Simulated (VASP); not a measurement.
# Ti (P2_1/m) in VASP: single point with PBE

Aim: the single point of Ti with PBE.

Everything below comes from runs of VASP 6.6.1. Logs are shortened: lines on timing, memory, paths and dates and some standing lists are left out, and cuts for length are marked.

## Step 1: The cell of the first run

The structure is monoclinic, space group P2_1/m (No. 11). Conventional cell: a = 2.883 Å, b = 4.686 Å, c = 2.951 Å, α = 90.00°, β = 117.73°, γ = 90.00°. Within 3.8 Å of Ti (site symmetry m) lie 12 Ti at 2.87 to 3.02 Å.

## Step 2: Single point, PBE (strain +0.0525 x Voigt [0, 0, 0, 0, 0, 1])

INCAR

```
SYSTEM = Ti
PREC = Accurate ; ENCUT = 520
EDIFF = 1E-6 ; ISMEAR = 0
SIGMA = 0.15 ; LREAL = .False.
LASPH = .True. ; NELM = 60
ALGO = Fast ; ISIF = 2
LWAVE = .False. ; LCHARG = .True.
GGA = PE ; LELF = .True.
LVHAR = .True. ; NBANDS = 19
```

KPOINTS

```
regular mesh
0
Gamma
  18 18 10
  0 0 0
```

POSCAR

```
Ti
1.0
    2.9499978604      0.0774374438      0.0000000000
   -1.4079361366      2.5160543663      0.0000000000
    0.0000000000      0.0000000000      4.6860000000
Ti
2
Direct
    0.3333333333      0.6666666667      0.2500000000
    0.6666666667      0.3333333333      0.7500000000
```

Potentials or basis: VASP PAW PBE potentials, release 64 (Ti_sv).

Run with:

```
cat potpaw_PBE.64/Ti_sv/POTCAR > POTCAR
mpirun -np 1 vasp_std > vasp.out
```

OUTCAR:

```text
SYSTEM = Ti
   PREC = Accurate
   ENCUT = 520
   EDIFF = 1E-6
   ISMEAR = 0
   LREAL = .False.
   LASPH = .True.
   NELM = 60
   ISIF = 2
   GGA = PE

 ion  position               nearest neighbor table
   1  0.333  0.667  0.250-   2 2.87   2 2.87   2 2.90   2 2.90   2 2.92   2 2.92
   2  0.667  0.333  0.750-   1 2.87   1 2.87   1 2.90   1 2.90   1 2.92   1 2.92

  Warning from LATTYP: Monoclinic adjustment (A1->A3, A2->A1, A3->A2)!
  LATTYP: Found a simple monoclinic cell.
 ALAT       =     2.8831950574
 B/A-ratio  =     1.6252802557
 C/A-ratio  =     1.0235221666
 COS(beta)  =    -0.4652573269

  Lattice vectors:

 A1 = (  -1.4079361366,   2.5160543663,   0.0000000000)
 A2 = (   0.0000000000,   0.0000000000,   4.6860000000)
 A3 = (   2.9499978604,   0.0774374438,   0.0000000000)

Analysis of symmetry for initial positions (statically):
=====================================================================
 Subroutine PRICEL returns:
 Original cell was already a primitive cell.

 Routine SETGRP: Setting up the symmetry group for a
 simple monoclinic supercell.

 Subroutine GETGRP returns: Found  4 space group operations
 (whereof  2 operations were pure point group operations)
 out of a pool of  4 trial point group operations.

The static configuration has the point symmetry S_2 .
 The point group associated with its full space group is C_2h.

Analysis of symmetry for dynamics (positions and initial velocities):
=====================================================================
 Subroutine PRICEL returns:
 Original cell was already a primitive cell.

 Routine SETGRP: Setting up the symmetry group for a
 simple monoclinic supercell.

 Subroutine GETGRP returns: Found  4 space group operations
 (whereof  2 operations were pure point group operations)
 out of a pool of  4 trial point group operations.

The dynamic configuration has the point symmetry S_2 .
 The point group associated with its full space group is C_2h.

 Subroutine INISYM returns: Found  4 space group operations
 (whereof  2 operations are pure point group operations),
 and found     1 'primitive' translations

----------------------------------------------------------------------------------------

                                     Primitive cell

  volume of cell :      35.2921

  direct lattice vectors                    reciprocal lattice vectors
     2.949997860  0.077437444  0.000000000     0.334076053  0.186942601  0.000000000
    -1.407936137  2.516054366  0.000000000    -0.010281970  0.391694097  0.000000000
     0.000000000  0.000000000  4.686000000     0.000000000  0.000000000  0.213401622

  length of vectors
     2.951014052  2.883195057  4.686000000     0.382824171  0.391829025  0.213401622

  position of ions in fractional coordinates (direct lattice)
     0.333333333  0.666666667  0.250000000
     0.666666667  0.333333333  0.750000000

  ion indices of the primitive-cell ions
   primitive index   ion index
                 1           1
                 2           2

----------------------------------------------------------------------------------------

 KPOINTS: regular mesh

Automatic generation of k-mesh.
 Grid dimensions read from file:
 generate k-points for:   18   18   10

 Generating k-lattice:

  Cartesian coordinates                     Fractional coordinates (reciprocal lattice)
     0.018559781  0.010385700  0.000000000     0.055555556 -0.000000000  0.000000000
    -0.000571221  0.021760783  0.000000000     0.000000000  0.055555556  0.000000000
     0.000000000  0.000000000  0.021340162     0.000000000  0.000000000  0.100000000

  Length of vectors
     0.021268009  0.021768279  0.021340162

  Shift w.r.t. Gamma in fractional coordinates (k-lattice)
     0.000000000  0.000000000  0.000000000

 Subroutine IBZKPT returns following result:
 ===========================================

 Found    984 irreducible k-points:

 Following reciprocal coordinates:
            Coordinates               Weight
  0.000000  0.000000  0.000000      1.000000
  0.055556 -0.000000  0.000000      2.000000
  0.111111 -0.000000  0.000000      2.000000
  0.166667  0.000000  0.000000      2.000000
  0.222222 -0.000000  0.000000      2.000000
  0.277778  0.000000  0.000000      2.000000
[... 16 lines left out ...]
 -0.333333  0.055556  0.000000      2.000000
 -0.277778  0.055556  0.000000      2.000000
 [... further k-points ...]
   k-points           NKPTS =    984   k-points in BZ     NKDIM =    984   number of bands    NBANDS=     19
   number of dos      NEDOS =    301   number of ions     NIONS =      2
   total plane-waves  NPLWV =  20736
   dimension x,y,z NGX =    24 NGY =   24 NGZ =   36
   dimension x,y,z NGXF=    48 NGYF=   48 NGZF=   72
   ions per type =               2
   NGX,Y,Z   is equivalent  to a cutoff of  13.52, 13.84, 12.77 a.u.
   NGXF,Y,Z  is equivalent  to a cutoff of  27.04, 27.68, 25.54 a.u.
 SYSTEM =  Ti
   PREC   = accura    normal or accurate (medium, high low for compatibility)
   ISTART =      0    job   : 0-new  1-cont  2-samecut
   ICHARG =      2    charge: 1-file 2-atom 10-const
   ISPIN  =      1    spin polarized calculation?
   LNONCOLLINEAR =      F non collinear calculations
   LSORBIT =      F    spin-orbit coupling
   LASPH  =      T    aspherical Exc in radial PAW
   ENCUT  =  520.0 eV  38.22 Ry    6.18 a.u.   5.49  5.36  8.71*2*pi/ulx,y,z
   NELM   =     60;   NELMIN=  2; NELMDL= -5     # of ELM steps
   EDIFF  = 0.1E-05   stopping-criterion for ELM
   LREAL  =      F    real-space projection
[... 7 lines left out ...]
   TEBEG  =    0.0;   TEEND  =   0.0 temperature during run
   PSTRESS=    0.0 pullay stress
   NELECT =      24.0000    total number of electrons
   NUPDOWN=      -1.0000    fix difference up-down
   EMIN   =  10.00;   EMAX   =-10.00  energy-range for DOS
   EFERMI =   0.00;   METHOD = LEGACY
   ISMEAR =     0;   SIGMA  =   0.15  broadening in eV -4-tet -1-fermi 0-gaus
   EFERMI_NEDOS =   21; number of points for ismear=-14 and -15
   IALGO  =     68    algorithm
   IMIX   =      4    mixing-type and parameters
     AMIX     =   0.40;   BMIX     =  1.00
     AMIX_MAG =   1.60;   BMIX_MAG =  1.00
  volume/ion in A,a.u.               =      17.65       119.08
  Fermi-wavevector in a.u.,A,eV,Ry     =   1.439637  2.720519 28.198809  2.072554
  Thomas-Fermi vector in A             =   2.558470
   LORBIT       =      0    0 simple, 1 ext, 2 COOP (PROOUT), +10 PAW based schemes
   GGA     = PE    functional components
   LHFCALC =     F    Hartree Fock is set to
   AEXX    =    0.0000 exact exchange contribution
   IVDW    =     0    specifies the selected vdW correction
   LEPSILON=     F    determine dielectric tensor
   LRPA    =     F    only Hartree local field effects (RPA)
 non-spin polarized calculation
 RMM-DIIS sequential band-by-band and
 Gauss-broadening in eV      SIGMA  =   0.15
  energy-cutoff  :      520.00
  volume of cell :       35.29
 maximum number of plane-waves:       978
 NGX is ok and might be reduce to    24
   NGX = 11   NGY = 11   NGZ = 17

 number of electron      24.0000000 magnetization

 Free energy of the ion-electron system (eV)
  ---------------------------------------------------
  ext. energy  EPLUGINS =         0.00000000
  ---------------------------------------------------
  free energy    TOTEN  =       -15.66129086 eV

  energy without entropy =      -15.63616442  energy(sigma->0) =      -15.64872764

 E-fermi :   8.1558     XC(G=0): -11.4219

 val. band max:        8.1548686627   @ k =   0.0556   0.1111   0.1000
 cond. band min:       8.1560816572   @ k =   0.3889   0.3333   0.2000
 fundamental gap:      0.0012129945
 Fermi energy:         8.1557690350

 k-point     1 :       0.0000    0.0000    0.0000
  band No.  band energies     occupation
      1     -48.7140      2.00000
      2     -48.5873      2.00000
      3     -25.2813      2.00000
      4     -24.6911      2.00000
      5     -24.6444      2.00000
      6     -24.6128      2.00000
[... 11 lines left out ...]
     18       9.8599      0.00000
     19      11.1937      0.00000

 k-point     2 :       0.0556   -0.0000    0.0000
  band No.  band energies     occupation
      1     -48.7114      2.00000
      2     -48.5863      2.00000
      3     -25.2753      2.00000
      4     -24.7029      2.00000
      5     -24.6487      2.00000
      6     -24.6155      2.00000
[... 11 lines left out ...]
     18       9.8170      0.00000
     19      11.3796      0.00000

 k-point     3 :       0.1111   -0.0000    0.0000
  band No.  band energies     occupation
      1     -48.7039      2.00000
      2     -48.5836      2.00000
      3     -25.2577      2.00000
      4     -24.7378      2.00000
      5     -24.6602      2.00000
      6     -24.6455      2.00000
[... 11 lines left out ...]
     18       9.8673      0.00000
     19      11.4051      0.00000

 k-point     4 :       0.1667    0.0000    0.0000
  band No.  band energies     occupation
      1     -48.6921      2.00000
      2     -48.5797      2.00000
      3     -25.2296      2.00000
      4     -24.7923      2.00000
      5     -24.7011      2.00000
      6     -24.6758      2.00000
[... 11 lines left out ...]
     18      10.0777      0.00000
     19      11.4782      0.00000

 k-point     5 :       0.2222   -0.0000    0.0000
  band No.  band energies     occupation
      1     -48.6773      2.00000
      2     -48.5752      2.00000
      3     -25.1929      2.00000
      4     -24.8599      2.00000
      5     -24.7680      2.00000
      6     -24.6944      2.00000
[... 11 lines left out ...]
     18      10.3556      0.00000
     19      11.5491      0.00000
[... 334 lines left out ...]
      2     -48.5661      2.00000
      3     -25.0763      2.00000
      4     -25.0403      2.00000
      5     -24.9741      2.00000
      6     -24.7576      2.00000
[... 11 lines left out ...]
     18      11.6691      0.00000
     19      11.8207      0.00000

 k-point    22 :      -0.3889    0.0556    0.0000
  band No.  band energies     occupation
      1     -48.6346      2.00000
      2     -48.5665      2.00000
      3     -25.0783      2.00000
      4     -25.0313      2.00000
      5     -24.9354      2.00000
      6     -24.7441      2.00000
[... 11 lines left out ...]
     18      11.3622      0.00000
     19      11.6454      0.00000

 k-point    23 :      -0.3333    0.0556    0.0000
  band No.  band energies     occupation
      1     -48.6500      2.00000
      2     -48.5684      2.00000
      3     -25.1223      2.00000
      4     -24.9698      2.00000
      5     -24.8808      2.00000
      6     -24.7263      2.00000
[... 11 lines left out ...]
     18      10.9455      0.00000
     19      11.6081      0.00000

 k-point    24 :      -0.2778    0.0556    0.0000
  band No.  band energies     occupation
      1     -48.6664      2.00000
      2     -48.5718      2.00000
      3     -25.1663      2.00000
      4     -24.8996      2.00000
      5     -24.8163      2.00000
      6     -24.7062      2.00000
[... 11 lines left out ...]
     18      10.5597      0.00000
     19      11.5561      0.00000

 [... further k-points ...]
[... 5 lines left out ...]
  --------------------------------------------------------------------------------------
  -------------------------------------------------------------------------------------
  Total       -0.4217136     -0.3760369     -0.5736066     -0.7074417      0.0000000      0.0000000
  in kB      -19.1448155    -17.0712011    -26.0404080    -32.1162103      0.0000000      0.0000000
  external PRESSURE =     -20.7521415 kB  Pullay stress =       0.0000000 kB

 VOLUME and BASIS-vectors are now :
 -----------------------------------------------------------------------------
  energy-cutoff  :      520.00
  volume of cell :       35.29
      direct lattice vectors                 reciprocal lattice vectors
     2.949997860  0.077437444  0.000000000     0.334076053  0.186942601  0.000000000
    -1.407936137  2.516054366  0.000000000    -0.010281970  0.391694097  0.000000000
     0.000000000  0.000000000  4.686000000     0.000000000  0.000000000  0.213401622

 POSITION                                       TOTAL-FORCE (eV/Angst)
 -----------------------------------------------------------------------------------
      0.04471      1.70318      1.17150        -0.138624      0.009618      0.000000
      1.49735      0.89031      3.51450         0.138624     -0.009618      0.000000
 -----------------------------------------------------------------------------------
    total drift:                               -0.000000      0.000000     -0.000000

  FREE ENERGIE OF THE ION-ELECTRON SYSTEM (eV)
  ---------------------------------------------------
  free  energy   TOTEN  =       -15.6612908567 eV

  energy  without entropy=      -15.6361644210  energy(sigma->0) =      -15.64872764
```

Run time: 9.5 min. Hardware: 1 thread of Intel Xeon 6975P-C (Granite Rapids), shared host; peak memory 0.6 GiB.

Results:

```yaml
Free_energy: -15.6613 eV
Pressure: -2.1 GPa
Largest_force: 0.139 eV/Å
Band_gap_on_the_k_mesh: zero (bands 12 and 13 overlap by 1.05 eV)
```

Forces in eV/Å, atoms in the order of the input:
```
Ti  -0.139  0.010  0.000
Ti   0.139 -0.010  0.000
```

Caveat: the cell differs from its parent crystal (strain +0.0525 x Voigt [0, 0, 0, 0, 0, 1]).
